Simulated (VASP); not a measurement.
**Ti3Ge8Mo: single point with PBE**

Ti3Ge8Mo:

```
Ti Ge Mo
1.0
     2.61983   -4.56715    0.00000
     2.61983    4.56715    0.00000
     0.00000    0.00000    8.98700
Ti Ge Mo
3 8 1
Direct
  0.50000 0.50000 0.50000
  0.00000 0.50000 0.25000
  0.50000 0.00000 0.75000
  0.50000 0.50000 0.83263
  0.00000 0.00000 0.33263
  0.00000 0.50000 0.91737
  0.50000 0.00000 0.41737
  0.00000 0.50000 0.58263
  0.50000 0.00000 0.08263
  0.50000 0.50000 0.16737
  0.00000 0.00000 0.66737
  0.00000 0.00000 0.00000
```

```json
{
 "Program": "VASP 6.6.1",
 "Task": "single point",
 "Functional": "PBE",
 "Potentials or basis": "VASP PAW PBE potentials, release 64 (Ti_sv, Ge_d, Mo_sv)",
 "Cutoff": "520 eV",
 "k mesh": "4 × 4 × 2",
 "Occupations": "gaussian, width 0.1 eV",
 "Spin": "no spin polarisation",
 "Dipole correction": "no",
 "Further INCAR settings": "ALGO = Normal; EDIFF = 1e-06; NBANDS = 93"
}
```

The pressure is -10.8 GPa. The largest force is 0.200 eV/Å and the band gap on the k mesh is zero (band 81 reaches 7.94 eV, above the bottom of band 82 at 6.70 eV).

Forces in eV/Å, atoms in the order of the input:
```
Ti   0.000  0.000  0.000
Ti   0.000  0.000  0.112
Ti   0.000  0.000 -0.112
Ge   0.000  0.000 -0.079
Ge   0.000  0.000 -0.200
Ge   0.000  0.000 -0.109
Ge   0.000  0.000 -0.065
Ge   0.000  0.000  0.065
Ge   0.000  0.000  0.109
Ge   0.000  0.000  0.079
Ge   0.000  0.000  0.200
Mo   0.000  0.000  0.000
```

Stress tensor (GPa, compression positive):
```
-10.50   0.00   0.00
  0.00 -13.52   0.00
  0.00   0.00  -8.51
```

Levels at points of the mesh, in eV from the Fermi level:
| k point | band 78 | band 79 | band 80 | band 81 | band 82 | band 83 | band 84 | band 85 |
| --- | --- | --- | --- | --- | --- | --- | --- | --- |
| (0.00, 0.00, 0.00) | -1.57 | -1.34 | -1.26 | -0.88 | 0.28 | 0.62 | 0.97 | 1.32 |
| (0.50, 0.00, 0.00) | -0.67 | -0.37 | -0.33 | 0.16 | 0.22 | 0.38 | 0.65 | 1.15 |
| (0.50, 0.50, 0.00) | -1.13 | -0.98 | -0.70 | 0.11 | 0.37 | 0.47 | 0.55 | 1.09 |
| (0.00, 0.00, 0.50) | -1.57 | -1.50 | -1.33 | -1.18 | -1.06 | 0.34 | 0.66 | 1.15 |
| (0.50, 0.00, 0.50) | -0.44 | -0.31 | -0.01 | 0.18 | 0.19 | 0.63 | 0.83 | 0.83 |
| (0.50, 0.50, 0.50) | -0.90 | -0.57 | -0.55 | -0.04 | -0.01 | 0.30 | 0.45 | 1.06 |

It took 4.9 min on 1 thread of Intel(R) Xeon(R) Platinum 8559C (Emerald Rapids), on a shared host, peak memory 0.46 GiB.
